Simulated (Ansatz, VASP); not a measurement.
Ge in VASP and in Ansatz

File INCAR:

```
SYSTEM = Ge
PREC = Accurate
ENCUT = 520
EDIFF = 1E-6
ISMEAR = -1
SIGMA = 0.1
LREAL = .FALSE.
LASPH = .TRUE.
NELM = 80
ALGO = Normal
ISIF = 2
LWAVE = .FALSE.
LCHARG = .FALSE.
GGA = PS
NBANDS = 13
```

The input KPOINTS:

```
regular mesh
0
G
  15 15 15
  0 0 0
```

POSCAR

```
Ge
1.0
    2.2233292795      0.0000000000      0.0000000000
    0.0000000000      2.2233292795      0.0000000000
    0.0000000000      0.0000000000      2.2233292795
Ge
1
Direct
    0.0000000000      0.0000000000      0.0000000000
```

Input for Ansatz:

```yaml
crystal:
  lattice:
    - [2.2233292795, 0.0, 0.0]
    - [0.0, 2.2233292795, 0.0]
    - [0.0, 0.0, 2.2233292795]
  atoms:
    - { symbol: Ge, position: [0.0, 0.0, 0.0] }
kpoints:
  mp_grid: { grid: [15, 15, 15] }
scf:
  occupations: { method: fermi_dirac, width: 0.1 }
hamiltonian:
  xc: pbesol
  pseudopotentials: { kind: all_electron, lapw: { basis_error: 0.001 } }
output:
  forces: true
  stress: true
  eigenvalues: true
  populations: true
```

Change from the starting cell: volume scaled by 0.58, LAPW.

Alike in both runs: task single point; functional PBEsol; k mesh 15 × 15 × 15; occupations fermi-dirac, width 0.1 eV; no spin polarisation.

|  | VASP | Ansatz |
| --- | --- | --- |
| version | VASP 6.6.1 | Ansatz 0.2.0 |
| potentials or method | VASP PAW PBE potentials, release 64 (Ge_d), cutoff 520 eV | all-electron LAPW, scalar-relativistic |

Ansatz gave:

* pressure (GPa): 149.9

Estimate VASP's values.

pressure (GPa): 150.4.

VASP's potentials were made for PBE, not for PBEsol. Both programs put the cell under a high pressure, so it lies far from rest at this level. Ansatz ran all-electron here, and VASP with PAW potentials.

Noted on VASP's run: the cell as given lies far from equilibrium.
